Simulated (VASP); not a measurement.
# La2O3 (P-3m1) in VASP: further runs

Runs on La2O3. Level: PBEsol. Tasks: single point.

Everything below comes from runs of VASP 6.6.1. Logs are shortened: lines on timing, memory, paths and dates and some standing lists are left out, and cuts for length are marked.

**1. The cell of the first run**

Symmetry: P-3m1, No. 164, trigonal system. The conventional cell has a = 3.863 Å, b = 3.863 Å, c = 5.729 Å, α = 90.00°, β = 90.00°, γ = 120.00°. Within 3.1 Å of La (site symmetry 3m) lie 7 O at 2.32 to 2.62 Å. O (site symmetry -3m) has 6 La at 2.62 Å and 6 O at 3.00 Å within 3.5 Å. O (site symmetry 3m) has 4 La at 2.32 to 2.36 Å and 6 O at 2.82 to 3.00 Å within 3.1 Å.

**2. Single point, PBEsol**

Input file INCAR:

```
ALGO = Normal
EDIFF = 1E-7
ENCUT = 520
GGA = PS
ISIF = 2
ISMEAR = -1
LASPH = True
LCHARG = True
LELF = True
LREAL = False
LVHAR = True
LWAVE = False
NBANDS = 28
NELM = 100
PREC = Accurate
SIGMA = 0.05
```

Input file KPOINTS:

```
k-points
0
Gamma
  8 8 5
```

Input file POSCAR:

```
La2O3
1.0
    3.8628878941      0.0000000000      0.0000000000
   -1.9314439470      3.3453590482      0.0000000000
    0.0000000000      0.0000000000      5.7290923943
La O
2 3
Direct
    0.3333333333      0.6666666667      0.2388146999
    0.6666666667      0.3333333333      0.7611853001
    0.0000000000      0.0000000000      0.0000000000
    0.3333333333      0.6666666667      0.6509753260
    0.6666666667      0.3333333333      0.3490246740
```

Potentials or basis: VASP PAW PBE potentials, release 64 (La, O).

Run with:

```bash
$ cat potpaw_PBE.64/La/POTCAR potpaw_PBE.64/O/POTCAR > POTCAR
$ mpirun -np 1 vasp_std > vasp.out
```

OUTCAR:

```text
EDIFF = 1E-7
   ENCUT = 520
   GGA = PS
   ISIF = 2
   ISMEAR = -1
   LASPH = True
   LREAL = False
   NELM = 100
   PREC = Accurate

 ion  position               nearest neighbor table
   1  0.333  0.667  0.239-   5 2.32   5 2.32   5 2.32   4 2.36   3 2.62   3 2.62   3 2.62   2 3.53
                             2 3.53   2 3.53
   2  0.667  0.333  0.761-   4 2.32   4 2.32   4 2.32   5 2.36   3 2.62   3 2.62   3 2.62   1 3.53
                             1 3.53   1 3.53
   3  0.000  0.000  0.000-   1 2.62   2 2.62   1 2.62   2 2.62   2 2.62   1 2.62
   4  0.333  0.667  0.651-   2 2.32   2 2.32   2 2.32   1 2.36
   5  0.667  0.333  0.349-   1 2.32   1 2.32   1 2.32   2 2.36

  LATTYP: Found a hexagonal cell.
 ALAT       =     3.8628878941
 C/A-ratio  =     1.4831112244

  Lattice vectors:

 A1 = (   3.8628878941,   0.0000000000,   0.0000000000)
 A2 = (  -1.9314439470,   3.3453590482,   0.0000000000)
 A3 = (   0.0000000000,   0.0000000000,   5.7290923943)

Analysis of symmetry for initial positions (statically):
=====================================================================
 Subroutine PRICEL returns:
 Original cell was already a primitive cell.

 Routine SETGRP: Setting up the symmetry group for a
 hexagonal supercell.

 Subroutine GETGRP returns: Found 12 space group operations
 (whereof 12 operations were pure point group operations)
 out of a pool of 24 trial point group operations.

The static configuration has the point symmetry D_3d.

Analysis of symmetry for dynamics (positions and initial velocities):
=====================================================================
 Subroutine PRICEL returns:
 Original cell was already a primitive cell.

 Routine SETGRP: Setting up the symmetry group for a
 hexagonal supercell.

 Subroutine GETGRP returns: Found 12 space group operations
 (whereof 12 operations were pure point group operations)
 out of a pool of 24 trial point group operations.

The dynamic configuration has the point symmetry D_3d.

 Subroutine INISYM returns: Found 12 space group operations
 (whereof 12 operations are pure point group operations),
 and found     1 'primitive' translations

----------------------------------------------------------------------------------------

                                     Primitive cell

[... 94 lines left out ...]
   ENCUT  =  520.0 eV  38.22 Ry    6.18 a.u.   7.18  7.18 10.65*2*pi/ulx,y,z
   NELM   =    100;   NELMIN=  2; NELMDL= -5     # of ELM steps
   EDIFF  = 0.1E-06   stopping-criterion for ELM
   LREAL  =      F    real-space projection
   EDIFFG = 0.1E-05   stopping-criterion for IOM
   NSW    =      0    number of steps for IOM
   IBRION =     -1    ionic relax: 0-MD 1-quasi-New 2-CG
   NFREE  =      0    steps in history (QN), initial steepest desc. (CG)
   ISIF   =      2    stress and relaxation
   ISYM   =      2    0-nonsym 1-usesym 2-fastsym
   POTIM  = 0.5000    time-step for ionic-motion
   TEBEG  =    0.0;   TEEND  =   0.0 temperature during run
   PSTRESS=    0.0 pullay stress
   NELECT =      40.0000    total number of electrons
   NUPDOWN=      -1.0000    fix difference up-down
   EMIN   =  10.00;   EMAX   =-10.00  energy-range for DOS
   EFERMI =   0.00;   METHOD = LEGACY
   ISMEAR =    -1;   SIGMA  =   0.05  broadening in eV -4-tet -1-fermi 0-gaus
   EFERMI_NEDOS =   21; number of points for ismear=-14 and -15
   IALGO  =     38    algorithm
   IMIX   =      4    mixing-type and parameters
     AMIX     =   0.40;   BMIX     =  1.00
     AMIX_MAG =   1.60;   BMIX_MAG =  1.00
  volume/ion in A,a.u.               =      14.81        99.92
  Fermi-wavevector in a.u.,A,eV,Ry     =   1.333362  2.519688 24.189160  1.777853
  Thomas-Fermi vector in A             =   2.462226
   LORBIT       =      0    0 simple, 1 ext, 2 COOP (PROOUT), +10 PAW based schemes
   GGA     = PS    functional components
   LHFCALC =     F    Hartree Fock is set to
   AEXX    =    0.0000 exact exchange contribution
   IVDW    =     0    specifies the selected vdW correction
   LEPSILON=     F    determine dielectric tensor
   LRPA    =     F    only Hartree local field effects (RPA)
 non-spin polarized calculation
  energy-cutoff  :      520.00
  volume of cell :       74.04
 maximum number of plane-waves:      2023
 NGX is ok and might be reduce to    30
   NGX = 15   NGY = 15   NGZ = 21

 number of electron      39.9999996 magnetization

 Free energy of the ion-electron system (eV)
  ---------------------------------------------------
  ext. energy  EPLUGINS =         0.00000000
  ---------------------------------------------------
  free energy    TOTEN  =       -43.53949989 eV

  energy without entropy =      -43.53949989  energy(sigma->0) =      -43.53949989

 E-fermi :   8.0240     XC(G=0): -11.2346

 val. band max:        6.8659718992   @ k =   0.2500   0.2500   0.4000
 cond. band min:      10.6903535857   @ k =   0.3750   0.2500   0.0000
 fundamental gap:      3.8243816865
 Fermi energy:         8.0239746550

 k-point     1 :       0.0000    0.0000    0.0000
  band No.  band energies     occupation
      1     -22.7120      2.00000
      2     -22.2685      2.00000
      3     -10.3717      2.00000
      4      -8.9601      2.00000
      5      -8.5263      2.00000
      6      -6.1750      2.00000
[... 733 lines left out ...]
     27      12.7856      0.00000
     28      12.8355      0.00000

 [... further k-points ...]

------------------------ aborting loop because EDIFF is reached ----------------------------------------

  FORCE on cell =-STRESS in cart. coord.  units (eV):
  Direction    XX          YY          ZZ          XY          YZ          ZX
  --------------------------------------------------------------------------------------
  -------------------------------------------------------------------------------------
  Total        4.5148209      4.5148209      4.5340993      0.0000000      0.0000000     -0.0000000
  in kB       97.7035711     97.7035711     98.1207679      0.0000000      0.0000000     -0.0000000
  external PRESSURE =      97.8426367 kB  Pullay stress =       0.0000000 kB

 VOLUME and BASIS-vectors are now :
 -----------------------------------------------------------------------------
  energy-cutoff  :      520.00
  volume of cell :       74.04
      direct lattice vectors                 reciprocal lattice vectors
     3.862887894  0.000000000  0.000000000     0.258873679  0.149460788  0.000000000
    -1.931443947  3.345359048  0.000000000     0.000000000  0.298921576  0.000000000
     0.000000000  0.000000000  5.729092394     0.000000000  0.000000000  0.174547717

 POSITION                                       TOTAL-FORCE (eV/Angst)
 -----------------------------------------------------------------------------------
     -0.00000      2.23024      1.36819         0.000000     -0.000000      0.007876
      1.93144      1.11512      4.36090        -0.000000      0.000000     -0.007876
      0.00000      0.00000      0.00000        -0.000000      0.000000      0.000000
     -0.00000      2.23024      3.72950        -0.000000     -0.000000     -0.000688
      1.93144      1.11512      1.99959         0.000000      0.000000      0.000688
 -----------------------------------------------------------------------------------
    total drift:                               -0.000000      0.000000     -0.000000

  FREE ENERGIE OF THE ION-ELECTRON SYSTEM (eV)
  ---------------------------------------------------
  free  energy   TOTEN  =       -43.5394998912 eV

  energy  without entropy=      -43.5394998912  energy(sigma->0) =      -43.53949989
```

OSZICAR:

```text
N       E                     dE             d eps       ncg     rms          rms(c)
DAV:   1     0.460581858167E+03    0.46058E+03   -0.15520E+04  2400   0.223E+03
DAV:   2     0.854381073474E+02   -0.37514E+03   -0.35596E+03  2856   0.363E+02
DAV:   3    -0.333833631802E+02   -0.11882E+03   -0.11457E+03  3736   0.193E+02
DAV:   4    -0.474955280294E+02   -0.14112E+02   -0.14071E+02  3860   0.745E+01
DAV:   5    -0.484560280161E+02   -0.96050E+00   -0.95964E+00  3928   0.206E+01    0.143E+01
DAV:   6    -0.436551625256E+02    0.48009E+01   -0.40053E+01  3728   0.363E+01    0.748E+00
DAV:   7    -0.435938892510E+02    0.61273E-01   -0.39411E+00  4392   0.181E+01    0.369E+00
DAV:   8    -0.435547850569E+02    0.39104E-01   -0.57619E-01  4080   0.624E+00    0.113E+00
DAV:   9    -0.435376399576E+02    0.17145E-01   -0.10639E-01  3936   0.226E+00    0.318E-01
DAV:  10    -0.435388691648E+02   -0.12292E-02   -0.18944E-02  4000   0.100E+00    0.129E-01
DAV:  11    -0.435395384639E+02   -0.66930E-03   -0.38537E-03  4216   0.461E-01    0.957E-02
DAV:  12    -0.435394630112E+02    0.75453E-04   -0.12623E-03  3328   0.218E-01    0.306E-02
DAV:  13    -0.435395074068E+02   -0.44396E-04   -0.50165E-04  4040   0.152E-01    0.257E-02
DAV:  14    -0.435394992894E+02    0.81174E-05   -0.89066E-05  4064   0.778E-02    0.417E-03
DAV:  15    -0.435395000079E+02   -0.71854E-06   -0.64710E-06  3536   0.177E-02    0.185E-03
DAV:  16    -0.435394999434E+02    0.64563E-07   -0.19860E-06  4048   0.961E-03    0.184E-03
DAV:  17    -0.435394998912E+02    0.52192E-07   -0.38081E-07  2904   0.397E-03
   1 F= -.43539500E+02 E0= -.43539500E+02  d E =-.255260E-10
```

Wall time 2.7 min (1 thread of Intel Xeon 8259CL, shared host); peak memory 0.25 GiB.

Results:

```
Free energy            : -43.5395 eV
Pressure               : 9.8 GPa
Largest force          : 0.008 eV/Å
Band gap on the k mesh : 3.82 eV (least direct gap 3.96 eV)
```

Forces on the atoms (eV/Å):
```
La   0.000  0.000  0.008
La   0.000  0.000 -0.008
O    0.000  0.000  0.000
O    0.000  0.000 -0.001
O    0.000  0.000  0.001
```

Caveat: the cell stands under pressure; the PAW data sets were made with another functional, which shifts forces and pressure a little; spin-orbit coupling is left out, which moves the levels of the heavy elements. A k mesh can miss the band edges.

**3. Single point, PBEsol**

This run uses another cell than the first one, of 15.34 Å³/atom.

Input file INCAR:

```
PREC = Accurate
ENCUT = 520
EDIFF = 1E-6
ISMEAR = -1
SIGMA = 0.05
LREAL = False
LASPH = True
NELM = 80
ALGO = Normal
ISIF = 2
LWAVE = False
LCHARG = False
GGA = PS
NBANDS = 28
```

Input file KPOINTS:

```
regular mesh
0
Gamma
  8 8 5
```

Input file POSCAR:

```
La2O3
1.0
    3.8809798864      0.0000000000      0.0000000000
   -1.9404899432      3.3610271732      0.0000000000
    0.0000000000      0.0000000000      5.8795110938
La O
2 3
Direct
    0.3333333333      0.6666666667      0.2420234598
    0.6666666667      0.3333333333      0.7579765402
    0.0000000000      0.0000000000      0.0000000000
    0.3333333333      0.6666666667      0.6483011980
    0.6666666667      0.3333333333      0.3516988020
```

Potentials or basis: VASP PAW PBE potentials, release 64 (La, O).

Run with:

```bash
$ cat potpaw_PBE.64/La/POTCAR potpaw_PBE.64/O/POTCAR > POTCAR
$ mpirun -np 1 vasp_std > vasp.out
```

Wall time 2.4 min (1 thread of Intel Xeon 8259CL, shared host); peak memory 0.25 GiB.

Results (log left out):

- Free energy: -43.6626 eV
- Pressure: 4.8 GPa
- Largest force: 0.010 eV/Å
- Band gap on the k mesh: 3.84 eV (least direct gap 3.97 eV)

Forces on the atoms (eV/Å):
```
La   0.000  0.000  0.010
La   0.000  0.000 -0.010
O    0.000  0.000  0.000
O    0.000  0.000  0.002
O    0.000  0.000 -0.002
```

Levels at points of the mesh, in eV from the valence-band top:
```
           k point  band 16  band 17  band 18  band 19  band 20  band 21  band 22  band 23  band 24  band 25
(0.00, 0.00, 0.00)    -2.11    -1.85    -0.48    -0.48    -0.19     4.46     4.51     4.51     5.55     5.72
(0.50, 0.00, 0.00)    -0.77    -0.74    -0.68    -0.41    -0.31     3.87     4.90     5.43     5.52     5.59
```

Caveat: the cell stands under pressure; the PAW data sets were made with another functional, which shifts forces and pressure a little; spin-orbit coupling is left out, which moves the levels of the heavy elements. A k mesh can miss the band edges.

**4. Single point, PBEsol**

This run uses another cell than the first one, of 15.70 Å³/atom.

Input file INCAR:

```
SYSTEM = La2O3
ALGO = Normal
EDIFF = 1E-6
ENCUT = 520
GGA = PS
ISIF = 2
ISMEAR = -1
LASPH = .True.
LCHARG = .False.
LREAL = .False.
LWAVE = .False.
NBANDS = 28
NELM = 80
PREC = Accurate
SIGMA = 0.05
```

Input file KPOINTS:

```
k-points
0
Gamma
  8 8 5
  0 0 0
```

Input file POSCAR:

```
La2O3
1.0
    3.8949772630      0.0000000000      0.0000000000
   -1.9474886315      3.3731492569      0.0000000000
    0.0000000000      0.0000000000      5.9748985772
La O
2 3
Direct
    0.3333333333      0.6666666667      0.2440201490
    0.6666666667      0.3333333333      0.7559798510
    0.0000000000      0.0000000000      0.0000000000
    0.3333333333      0.6666666667      0.6468707074
    0.6666666667      0.3333333333      0.3531292926
```

Run with:

```bash
$ cat potpaw_PBE.64/La/POTCAR potpaw_PBE.64/O/POTCAR > POTCAR
$ mpirun -np 1 vasp_std > vasp.out
```

Wall time 2.5 min (1 thread of Intel Xeon 8259CL, shared host); peak memory 0.25 GiB.

The run converged. Its results:

| Quantity | Value |
| --- | --- |
| Free energy | -43.7016 eV |
| Pressure | 1.8 GPa |
| Largest force | 0.007 eV/Å |
| Band gap on the k mesh | 3.85 eV (least direct gap 3.97 eV) |

Forces on the atoms (eV/Å):
```
La   0.000  0.000  0.007
La   0.000  0.000 -0.007
O    0.000  0.000  0.000
O    0.000  0.000  0.002
O    0.000  0.000 -0.002
```

Levels at points of the mesh, in eV from the valence-band top:
| k point | band 18 | band 19 | band 20 | band 21 | band 22 | band 23 |
| --- | --- | --- | --- | --- | --- | --- |
| (0.00, 0.00, 0.00) | -0.44 | -0.44 | -0.15 | 4.39 | 4.57 | 4.57 |
| (0.50, 0.00, 0.00) | -0.65 | -0.41 | -0.30 | 3.85 | 4.85 | 5.38 |

Caveat: the PAW data sets were made with another functional, which shifts forces and pressure a little; spin-orbit coupling is left out, which moves the levels of the heavy elements.

**5. Overview**

```csv
cell,gap on the mesh (eV),pressure (GPa),largest force (eV/Å)
"a = 3.863, b = 3.863, c = 5.729 Å, angles 90.0, 90.0, 120.0°, 5 atoms, atomic positions A",3.82,9.8,0.01
"a = 3.881, b = 3.881, c = 5.880 Å, angles 90.0, 90.0, 120.0°, 5 atoms, atomic positions B",3.84,4.8,0.01
"a = 3.895, b = 3.895, c = 5.975 Å, angles 90.0, 90.0, 120.0°, 5 atoms, atomic positions C",3.85,1.8,0.01
```

Alike in all rows: task single point; level PBEsol; potentials or basis VASP PAW PBE potentials, release 64 (La, O); no spin polarisation; k mesh 8 × 8 × 5; cutoff (eV) 520; smearing fermi-dirac 0.05 eV.

Caveats: the PAW data sets were made with another functional, which shifts forces and pressure a little; spin-orbit coupling is left out, which moves the levels of the heavy elements; the cell stands under pressure (at least some runs).

Absolute energies hang on the potentials; compare differences alone.
